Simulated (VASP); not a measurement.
# SrGaGe: single point with LDA

Crystal: SrGaGe.

```
CELL_PARAMETERS angstrom
4.26941 0.00000 0.00000
-2.13470 3.69741 0.00000
0.00000 0.00000 4.71169
ATOMIC_POSITIONS crystal
Sr 0.00000 0.00000 0.00000
Ga 0.33333 0.66667 0.50000
Ge 0.66667 0.33333 0.50000
```

```json
{
  "Program": "VASP 6.6.1",
  "Task": "single point",
  "Functional": "LDA",
  "Potentials or basis": "VASP PAW LDA potentials, release 64 (Sr_sv, Ga_d, Ge_d)",
  "Cutoff": "520 eV",
  "k mesh": "8 × 8 × 6",
  "Occupations": "gaussian, width 0.15 eV",
  "Spin": "no spin polarisation",
  "Dipole correction": "no",
  "Further INCAR settings": "ALGO = Normal; EDIFF = 1e-07; NBANDS = 26"
}
```

The pressure is -2.9 GPa.

Stress tensor (GPa, compression positive):
```
-2.83  0.00  0.00
 0.00 -2.83  0.00
 0.00  0.00 -3.01
```

Levels at points of the mesh, in eV from the Fermi level:
```
           k point  band 16  band 17  band 18  band 19  band 20  band 21  band 22  band 23
(0.00, 0.00, 0.00)    -1.84    -1.32    -1.32    -1.03    -0.06     2.95     2.95     3.85
(0.50, 0.00, 0.00)    -7.08    -2.38    -1.50    -0.74     1.55     2.42     3.33     3.64
(0.00, 0.00, 0.50)    -4.36    -0.87    -0.87    -0.58     1.42     1.42     2.64     2.64
(0.50, 0.00, 0.50)    -6.64    -2.76    -1.91    -1.29     0.62     3.77     4.93     5.49
```

It took 51 s on 1 thread of AMD EPYC 7R13 Processor (Zen 3) (shared host), peak memory 0.19 GiB.
